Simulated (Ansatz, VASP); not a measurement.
**Two plane-wave programs on AlN**

The input INCAR:

```
SYSTEM = AlN
ALGO     = Normal         ! electronic algorithm
EDIFF    = 1E-6           ! SCF threshold, eV
ENCUT    = 600            ! plane-wave cutoff, eV
GGA      = PE             ! functional
GGA_COMPAT= .False.      
ISIF     = 2              ! what is computed and relaxed
ISMEAR   = 0              ! smearing method
LASPH    = .True.         ! aspherical terms in the spheres
LCHARG   = .False.        ! write CHGCAR
LREAL    = .False.        ! projectors in reciprocal space
LWAVE    = .False.        ! write WAVECAR
NBANDS   = 11             ! bands
NELM     = 120            ! most SCF steps
PREC     = Accurate       ! precision mode
SIGMA    = 0.02           ! smearing width, eV
```

The input KPOINTS:

```
k-points
0
Gamma
  10 10 10
  0 0 0
```

POSCAR

```
AlN
1.0
    0.0000000000      2.2447664365      2.2447664365
    2.2447664365      0.0000000000      2.2447664365
    2.2447664365      2.2447664365      0.0000000000
Al N
1 1
Direct
    0.0000000000      0.0000000000      0.0000000000
    0.7500000000      0.7500000000      0.7500000000
```

Input for Ansatz:

```yaml
crystal:
  lattice:
    - [0.0, 2.2447664365, 2.2447664365]
    - [2.2447664365, 0.0, 2.2447664365]
    - [2.2447664365, 2.2447664365, 0.0]
  atoms:
    - { symbol: Al, position: [0.0, 0.0, 0.0] }
    - { symbol: "N", position: [0.75, 0.75, 0.75] }
basis:
  ecutwfc: 420
kpoints:
  mp_grid: { grid: [10, 10, 10] }
hamiltonian:
  xc: pbe
scf:
  occupations: { method: gaussian, width: 0.02 }
output:
  forces: true
  stress: true
  eigenvalues: true
```

Alike in both runs: task single point; functional PBE; k mesh 10 × 10 × 10; occupations gaussian, width 0.02 eV; no spin polarisation.

```csv
,VASP,Ansatz
version,VASP 6.6.1,Ansatz 0.2.0
potentials or method,"VASP PAW PBE potentials, release 64 (Al, N), cutoff 600 eV","scalar-relativistic, plane waves, PAW"
valence electrons in the cell,8,8
```

|  | VASP | Ansatz | Ansatz less VASP |
| --- | --- | --- | --- |
| gap on the k mesh at the Fermi level (eV) | 3.27 | 3.28 | +0.007 |
| least direct gap on the mesh (eV) | 3.49 | 3.48 | -0.005 |
| pressure (GPa) | -10.4 | -10.0 | +0.40 |
